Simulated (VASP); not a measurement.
Input of a VASP 6.6.1 run:

The input INCAR:

```
ALGO = Normal
EDIFF = 1E-6
ENCUT = 520
GGA = PE
ISIF = 2
ISMEAR = 0
LASPH = T
LCHARG = F
LREAL = F
LWAVE = F
NBANDS = 11
NELM = 80
PREC = Accurate
SIGMA = 0.01
```

KPOINTS

```
k-points
0
Gamma
  6 6 6
```

Contents of POSCAR:

```
NaH
1.0
    2.9151849960      0.0000000000      0.0000000000
    0.0000000000      2.9151849960      0.0000000000
    0.0000000000      0.0000000000      2.9151849960
Na H
1 1
Direct
    0.0000000000      0.0000000000      0.0000000000
    0.5000000000      0.5000000000      0.5000000000
```

Potentials or basis: VASP PAW PBE potentials, release 64 (Na_pv, H).

Launch:

```sh
$ cat potpaw_PBE.64/Na_pv/POTCAR potpaw_PBE.64/H/POTCAR > POTCAR
$ mpirun -np 1 vasp_std > vasp.out
```

What does it give for the pressure?

1.3 GPa.

Estimate the band gap on the k mesh.

1.03 eV, indirect (least direct gap 4.55 eV).

A k mesh can miss the band edges. As with any semilocal functional, this PBE gap is likely too small.
